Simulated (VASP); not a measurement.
A run of VASP 6.6.1 is set up as follows.

Contents of INCAR:

```
  PREC = Accurate
  ENCUT = 500
  EDIFF = 1E-6
  ISMEAR = 0
  SIGMA = 0.1
  LREAL = F
  LASPH = T
  NELM = 120
  ALGO = Normal
  ISIF = 2
  LWAVE = F
  LCHARG = F
  GGA = PE
  NBANDS = 17
  GGA_COMPAT = F
```

The input KPOINTS:

```
Automatic mesh
0
Gamma
  4 4 4
```

File POSCAR:

```
PbS
1.0
    3.8167726850      0.0000000000      0.0000000000
    0.0000000000      3.8167726850      0.0000000000
    0.0000000000      0.0000000000      3.8167726850
Pb S
1 1
Direct
    0.0000000000      0.0000000000      0.0000000000
    0.5000000000      0.5000000000      0.5000000000
```

Potentials or basis: VASP PAW PBE potentials, release 64 (Pb_d, S).

The run is started by

```console
$ cat potpaw_PBE.64/Pb_d/POTCAR potpaw_PBE.64/S/POTCAR > POTCAR
$ mpirun -np 1 vasp_std > vasp.out
```

(1) Predict the band gap on the k mesh.

(2) Estimate the pressure.

Results:

(1) zero (band 10 reaches 4.56 eV, above the bottom of band 11 at 4.55 eV).

(2) -5.4 GPa.

Caveat: the k points lie up to 0.41 Å⁻¹ apart; spin-orbit coupling is left out, which moves the levels of the heavy elements.
